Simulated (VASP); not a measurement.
The system is Al2Au (pbe).

```
CELL_PARAMETERS angstrom
0.00000 3.00233 3.00233
3.00233 0.00000 3.00233
3.00233 3.00233 0.00000
ATOMIC_POSITIONS crystal
Al 0.25000 0.25000 0.25000
Al 0.75000 0.75000 0.75000
Au 0.00000 0.00000 0.00000
```

| Property | Result |
| --- | --- |
| Program | VASP 6.6.1 |
| Task | relaxation of cell and atoms |
| Functional | PBE |
| Potentials or basis | VASP PAW PBE potentials, release 64 (Al, Au) |
| Cutoff | 600 eV |
| k mesh | 12 × 12 × 12 |
| Occupations | gaussian, width 0.1 eV |
| Spin | no spin polarisation |

At the start: pressure 2.9 GPa; volume 18.04 Å³/atom.

Problem. How do energy, volume and symmetry change on relaxing?

Solution. Over 3 steps the energy falls by 4.2 meV/atom and the volume is 18.52 Å³/atom (+2.6 %); space group Fm-3m (No. 225, to 0.05 Å).

Step by step:
```tsv
step	energy change (eV)	largest force (eV/Å)	pressure (GPa)	volume (Å³)
1	0.0000	0.0000	2.91	54.13
2	-0.0047	0.0000	-2.11	56.74
3	-0.0126	0.0000	-0.01	55.56
```

Final structure:
```
Al Au
1.0
     0.00000    3.02854    3.02854
     3.02854    0.00000    3.02854
     3.02854    3.02854    0.00000
Al Au
2 1
Direct
  0.25000 0.25000 0.25000
  0.75000 0.75000 0.75000
  0.00000 0.00000 0.00000
```
